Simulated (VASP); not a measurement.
# ZnS (zincblende type) (F-43m) in VASP: notebook, part 2 of 2

VASP 6.6.1. The steps go on from the part before.

### 4 Single point, r2SCAN (15.65 Å³/atom)

This run uses another cell than the first one, of 15.65 Å³/atom.

POSCAR

```
ZnS
1.0
    0.0000000000      2.5013072905      2.5013072905
    2.5013072905      0.0000000000      2.5013072905
    2.5013072905      2.5013072905      0.0000000000
Zn S
1 1
Direct
    0.0000000000      0.0000000000      0.0000000000
    0.2500000000      0.2500000000      0.2500000000
```

INCAR.step1

```
PREC = Accurate
ENCUT = 520
ISMEAR = -1
SIGMA = 0.05
LREAL = False
LASPH = True
NELM = 80
NBANDS = 16
GGA = PE
ALGO = Normal
EDIFF = 1E-4
LWAVE = True
LCHARG = False
```

INCAR.step2

```
PREC = Accurate
ENCUT = 520
EDIFF = 1E-7
ISMEAR = -1
SIGMA = 0.05
LREAL = False
LASPH = True
NELM = 80
ALGO = Normal
ISIF = 2
LWAVE = False
LCHARG = False
METAGGA = R2SCAN
LMIXTAU = True
NBANDS = 16
ISTART = 1
```

KPOINTS

```
Automatic mesh
0
Gamma
  12 12 12
```

Potentials or basis: VASP PAW PBE potentials, release 64 (Zn, S).

On the command line:

```console
$ cat potpaw_PBE.64/Zn/POTCAR potpaw_PBE.64/S/POTCAR > POTCAR
$ cp INCAR.step1 INCAR
$ mpirun -np 1 vasp_std > vasp.out
$ cp INCAR.step2 INCAR
$ mpirun -np 1 vasp_std > vasp.out
```

OUTCAR:

```text
PREC = Accurate
   ENCUT = 520
   EDIFF = 1E-7
   ISMEAR = -1
   LREAL = False
   LASPH = True
   NELM = 80
   ISIF = 2
   METAGGA = R2SCAN
   ISTART = 1

 ion  position               nearest neighbor table
   1  0.000  0.000  0.000-   2 2.17   2 2.17   2 2.17   2 2.17
   2  0.250  0.250  0.250-   1 2.17   1 2.17   1 2.17   1 2.17

  LATTYP: Found a face centered cubic cell.
 ALAT       =     5.0026145810

  Lattice vectors:

[... 639 lines left out ...]
     16      20.0533      0.00000

 [... further k-points ...]

------------------------ aborting loop because EDIFF is reached ----------------------------------------

  FORCE on cell =-STRESS in cart. coord.  units (eV):
  Direction    XX          YY          ZZ          XY          YZ          ZX
  --------------------------------------------------------------------------------------
  -------------------------------------------------------------------------------------
  Total        5.6189479      5.6189479      5.6189479      0.0000000      0.0000000      0.0000000
  in kB      287.6301759    287.6301759    287.6301759      0.0000000      0.0000000      0.0000000
  external PRESSURE =     287.6301759 kB  Pullay stress =       0.0000000 kB

 VOLUME and BASIS-vectors are now :
 -----------------------------------------------------------------------------
  energy-cutoff  :      520.00
  volume of cell :       31.30
      direct lattice vectors                 reciprocal lattice vectors
     0.000000000  2.501307290  2.501307290    -0.199895471  0.199895471  0.199895471
     2.501307290  0.000000000  2.501307290     0.199895471 -0.199895471  0.199895471
     2.501307290  2.501307290  0.000000000     0.199895471  0.199895471 -0.199895471

 POSITION                                       TOTAL-FORCE (eV/Angst)
 -----------------------------------------------------------------------------------
      0.00000      0.00000      0.00000        -0.000000     -0.000000     -0.000000
      1.25065      1.25065      1.25065         0.000000      0.000000      0.000000
 -----------------------------------------------------------------------------------
    total drift:                                0.000040      0.000040      0.000040

  FREE ENERGIE OF THE ION-ELECTRON SYSTEM (eV)
  ---------------------------------------------------
  free  energy   TOTEN  =       -18.2914789566 eV

  energy  without entropy=      -18.2914789565  energy(sigma->0) =      -18.29147896
```

OUTCAR.step1:

```text
PREC = Accurate
   ENCUT = 520
   ISMEAR = -1
   LREAL = False
   LASPH = True
[... 677 lines left out ...]
      0.00000      0.00000      0.00000         0.000000      0.000000      0.000000
      1.25065      1.25065      1.25065        -0.000000     -0.000000     -0.000000
 -----------------------------------------------------------------------------------
    total drift:                                0.000003      0.000003      0.000003

  FREE ENERGIE OF THE ION-ELECTRON SYSTEM (eV)
  ---------------------------------------------------
  free  energy   TOTEN  =        -6.1463551809 eV

  energy  without entropy=       -6.1463551809  energy(sigma->0) =       -6.14635518
```

Wall time 2.1 min (1 thread of Intel Xeon Platinum 8488C (Sapphire Rapids), shared host); peak memory 0.18 GiB.

What came out:

| Item | Value |
| --- | --- |
| Free energy | -18.2915 eV |
| Pressure | 28.8 GPa |
| Band gap on the k mesh | 3.11 eV (least direct gap 3.82 eV) |

Levels at points of the mesh, in eV from the valence-band top:
```tsv
k point	band 6	band 7	band 8	band 9	band 10	band 11	band 12	band 13
(0.00, 0.00, 0.00)	-6.90	0.00	0.00	0.00	3.82	6.57	6.57	6.57
(0.50, 0.00, 0.00)	-6.84	-6.54	-1.29	-1.29	4.22	7.10	7.10	10.18
(0.50, 0.50, 0.00)	-6.60	-5.65	-3.29	-3.29	3.11	4.22	13.83	14.41
```

Caveat: the cell stands under pressure; the PAW data sets were made with another functional, which shifts forces and pressure a little. A k mesh can miss the band edges.

### 5 Single point, r2SCAN (17.21 Å³/atom)

This run uses another cell than the first one, of 17.21 Å³/atom.

POSCAR

```
ZnS
1.0
    0.0000000000      2.5820497786      2.5820497786
    2.5820497786      0.0000000000      2.5820497786
    2.5820497786      2.5820497786      0.0000000000
Zn S
1 1
Direct
    0.0000000000      0.0000000000      0.0000000000
    0.2500000000      0.2500000000      0.2500000000
```

INCAR.step1

```
ALGO = Normal ; EDIFF = 1E-4
ENCUT = 520 ; GGA = PE
ISMEAR = -1 ; LASPH = T
LCHARG = F ; LREAL = F
LWAVE = T ; NBANDS = 16
NELM = 60 ; PREC = Accurate
SIGMA = 0.05
```

INCAR.step2

```
ALGO = Normal ; EDIFF = 1E-7
ENCUT = 520 ; ISIF = 2
ISMEAR = -1 ; ISTART = 1
LASPH = T ; LCHARG = T
LELF = T ; LMIXTAU = T
LREAL = F ; LVHAR = T
LWAVE = F ; METAGGA = R2SCAN
NBANDS = 16 ; NELM = 60
PREC = Accurate ; SIGMA = 0.05
```

KPOINTS

```
k-points
0
Gamma
  12 12 12
```

Potentials or basis: VASP PAW PBE potentials, release 64 (Zn, S).

On the command line:

```console
$ cat potpaw_PBE.64/Zn/POTCAR potpaw_PBE.64/S/POTCAR > POTCAR
$ cp INCAR.step1 INCAR
$ mpirun -np 1 vasp_std > vasp.out
$ cp INCAR.step2 INCAR
$ mpirun -np 1 vasp_std > vasp.out
```

OUTCAR:

```text
EDIFF = 1E-7
   ENCUT = 520
   ISIF = 2
   ISMEAR = -1
   ISTART = 1
   LASPH = T
   LREAL = F
   METAGGA = R2SCAN
   NELM = 60
   PREC = Accurate

 ion  position               nearest neighbor table
   1  0.000  0.000  0.000-   2 2.24   2 2.24   2 2.24   2 2.24
   2  0.250  0.250  0.250-   1 2.24   1 2.24   1 2.24   1 2.24

  LATTYP: Found a face centered cubic cell.
 ALAT       =     5.1640995572

  Lattice vectors:

 A1 = (   0.0000000000,   2.5820497786,   2.5820497786)
 A2 = (   2.5820497786,   0.0000000000,   2.5820497786)
 A3 = (   2.5820497786,   2.5820497786,   0.0000000000)

Analysis of symmetry for initial positions (statically):
=====================================================================
 Subroutine PRICEL returns:
 Original cell was already a primitive cell.

 Routine SETGRP: Setting up the symmetry group for a
 face centered cubic supercell.

 Subroutine GETGRP returns: Found 24 space group operations
 (whereof 24 operations were pure point group operations)
 out of a pool of 48 trial point group operations.

The static configuration has the point symmetry T_d .

Analysis of symmetry for dynamics (positions and initial velocities):
=====================================================================
 Subroutine PRICEL returns:
 Original cell was already a primitive cell.

 Routine SETGRP: Setting up the symmetry group for a
 face centered cubic supercell.

 Subroutine GETGRP returns: Found 24 space group operations
 (whereof 24 operations were pure point group operations)
 out of a pool of 48 trial point group operations.

The dynamic configuration has the point symmetry T_d .

 Subroutine INISYM returns: Found 24 space group operations
 (whereof 24 operations are pure point group operations),
 and found     1 'primitive' translations

----------------------------------------------------------------------------------------

                                     Primitive cell
[... 108 lines left out ...]
   IALGO  =     38    algorithm
   IMIX   =      4    mixing-type and parameters
     AMIX     =   0.40;   BMIX     =  1.00
     AMIX_MAG =   1.60;   BMIX_MAG =  1.00
  volume/ion in A,a.u.               =      17.21       116.17
  Fermi-wavevector in a.u.,A,eV,Ry     =   1.318837  2.492240 23.665028  1.739331
  Thomas-Fermi vector in A             =   2.448778
   LORBIT       =      0    0 simple, 1 ext, 2 COOP (PROOUT), +10 PAW based schemes
   METAGGA = R2SCAN    functional components
   LHFCALC =     F    Hartree Fock is set to
   AEXX    =    0.0000 exact exchange contribution
   IVDW    =     0    specifies the selected vdW correction
   LEPSILON=     F    determine dielectric tensor
   LRPA    =     F    only Hartree local field effects (RPA)
 non-spin polarized calculation
  energy-cutoff  :      520.00
  volume of cell :       34.43
 maximum number of plane-waves:       944
   NGX = 13   NGY = 13   NGZ = 13

 number of electron      17.9999989 magnetization

 Free energy of the ion-electron system (eV)
  ---------------------------------------------------
  ext. energy  EPLUGINS =         0.00000000
  ---------------------------------------------------
  free energy    TOTEN  =       -18.69240769 eV

  energy without entropy =      -18.69240769  energy(sigma->0) =      -18.69240769

 E-fermi :   4.2027     XC(G=0): -10.9943

 val. band max:        3.2243345440   @ k =   0.0000   0.0000   0.0000
 cond. band min:       6.5589142905   @ k =   0.0000   0.0000   0.0000
 fundamental gap:      3.3345797466
 Fermi energy:         4.2026780483

 k-point     1 :       0.0000    0.0000    0.0000
  band No.  band energies     occupation
      1     -11.5391      2.00000
      2      -3.9399      2.00000
      3      -3.9399      2.00000
      4      -3.9399      2.00000
      5      -3.2039      2.00000
      6      -3.2039      2.00000
[... 433 lines left out ...]
      3      -3.7101      2.00000
      4      -3.3549      2.00000
      5      -3.1778      2.00000
      6      -3.0166      2.00000
[... 8 lines left out ...]
     15      16.6447      0.00000
     16      18.4441      0.00000

 [... further k-points ...]

------------------------ aborting loop because EDIFF is reached ----------------------------------------

  FORCE on cell =-STRESS in cart. coord.  units (eV):
  Direction    XX          YY          ZZ          XY          YZ          ZX
  --------------------------------------------------------------------------------------
  -------------------------------------------------------------------------------------
  Total        2.8788786      2.8788786      2.8788786      0.0000000      0.0000000      0.0000000
  in kB      133.9707877    133.9707877    133.9707877      0.0000000      0.0000000      0.0000000
  external PRESSURE =     133.9707877 kB  Pullay stress =       0.0000000 kB

 VOLUME and BASIS-vectors are now :
 -----------------------------------------------------------------------------
  energy-cutoff  :      520.00
  volume of cell :       34.43
      direct lattice vectors                 reciprocal lattice vectors
     0.000000000  2.582049779  2.582049779    -0.193644601  0.193644601  0.193644601
     2.582049779  0.000000000  2.582049779     0.193644601 -0.193644601  0.193644601
     2.582049779  2.582049779  0.000000000     0.193644601  0.193644601 -0.193644601

 POSITION                                       TOTAL-FORCE (eV/Angst)
 -----------------------------------------------------------------------------------
      0.00000      0.00000      0.00000         0.000000      0.000000      0.000000
      1.29102      1.29102      1.29102        -0.000000     -0.000000     -0.000000
 -----------------------------------------------------------------------------------
    total drift:                                0.000038      0.000038      0.000038

  FREE ENERGIE OF THE ION-ELECTRON SYSTEM (eV)
  ---------------------------------------------------
  free  energy   TOTEN  =       -18.6924076862 eV

  energy  without entropy=      -18.6924076861  energy(sigma->0) =      -18.69240769
```

Run time: 2.2 min. Hardware: 1 thread of Intel Xeon Platinum 8488C (Sapphire Rapids), shared host; peak memory 0.18 GiB.

What came out:

| Property | Result |
| --- | --- |
| Free energy | -18.6924 eV |
| Pressure | 13.4 GPa |
| Band gap on the k mesh | 3.33 eV |

Caveat: the cell stands under pressure; the PAW data sets were made with another functional, which shifts forces and pressure a little. A k mesh can miss the band edges.

### 6 Single point, r2SCAN (18.39 Å³/atom)

This run uses another cell than the first one, of 18.39 Å³/atom.

POSCAR

```
ZnS
1.0
    0.0000000000      2.6394473565      2.6394473565
    2.6394473565      0.0000000000      2.6394473565
    2.6394473565      2.6394473565      0.0000000000
Zn S
1 1
Direct
    0.0000000000      0.0000000000      0.0000000000
    0.2500000000      0.2500000000      0.2500000000
```

INCAR.step1

```
SYSTEM = ZnS
  PREC = Accurate
  ENCUT = 520
  ISMEAR = -1
  SIGMA = 0.05
  LREAL = .False.
  LASPH = .True.
  NELM = 80
  NBANDS = 16
  GGA = PE
  ALGO = Normal
  EDIFF = 1E-4
  LWAVE = .True.
  LCHARG = .False.
```

INCAR.step2

```
SYSTEM = ZnS
  PREC = Accurate
  ENCUT = 520
  EDIFF = 1E-7
  ISMEAR = -1
  SIGMA = 0.05
  LREAL = .False.
  LASPH = .True.
  NELM = 80
  ALGO = Normal
  ISIF = 2
  LWAVE = .False.
  LCHARG = .True.
  METAGGA = R2SCAN
  LMIXTAU = .True.
  LELF = .True.
  LVHAR = .True.
  NBANDS = 16
  ISTART = 1
```

KPOINTS

```
Automatic mesh
0
Gamma
  12 12 12
  0 0 0
```

Potentials or basis: VASP PAW PBE potentials, release 64 (Zn, S).

On the command line:

```console
$ cat potpaw_PBE.64/Zn/POTCAR potpaw_PBE.64/S/POTCAR > POTCAR
$ cp INCAR.step1 INCAR
$ mpirun -np 1 vasp_std > vasp.out
$ cp INCAR.step2 INCAR
$ mpirun -np 1 vasp_std > vasp.out
```

Run time: 2.1 min. Hardware: 1 thread of Intel Xeon Platinum 8488C (Sapphire Rapids), shared host; peak memory 0.19 GiB.

Results (log left out):

* Free energy: -18.8280 eV
* Pressure: 5.6 GPa
* Band gap on the k mesh: 3.01 eV

Levels at points of the mesh, in eV from the valence-band top:
```
           k point  band 5  band 6  band 7  band 8  band 9  band 10  band 11  band 12  band 13  band 14
(0.00, 0.00, 0.00)   -6.17   -6.17    0.00    0.00    0.00     3.01     6.84     6.84     6.84    12.38
(0.50, 0.00, 0.00)   -6.14   -5.99   -5.86   -1.00   -1.00     3.95     7.34     7.34     9.68    13.26
(0.50, 0.50, 0.00)   -6.08   -5.93   -4.90   -2.56   -2.56     3.56     4.45    12.33    13.32    13.32
```

Caveat: the cell stands under pressure; the PAW data sets were made with another functional, which shifts forces and pressure a little. A k mesh can miss the band edges.

### 7 Summary

| cell | gap on the mesh (eV) | pressure (GPa) |
| --- | --- | --- |
| a = 3.284 Å, angles 60.0°, 2 atoms | 2.33 | 93.7 |
| a = 3.415 Å, angles 60.0°, 2 atoms | 2.76 | 53.3 |
| a = 3.537 Å, angles 60.0°, 2 atoms | 3.11 | 28.8 |
| a = 3.652 Å, angles 60.0°, 2 atoms | 3.33 | 13.4 |
| a = 3.733 Å, angles 60.0°, 2 atoms | 3.01 | 5.6 |

Alike in all rows: task single point; level r2SCAN; potentials or basis VASP PAW PBE potentials, release 64 (Zn, S); no spin polarisation; k mesh 12 × 12 × 12; cutoff (eV) 520; smearing fermi-dirac 0.05 eV.

Caveats: the cell stands under pressure; the PAW data sets were made with another functional, which shifts forces and pressure a little.

Absolute energies hang on the potentials; compare differences alone.
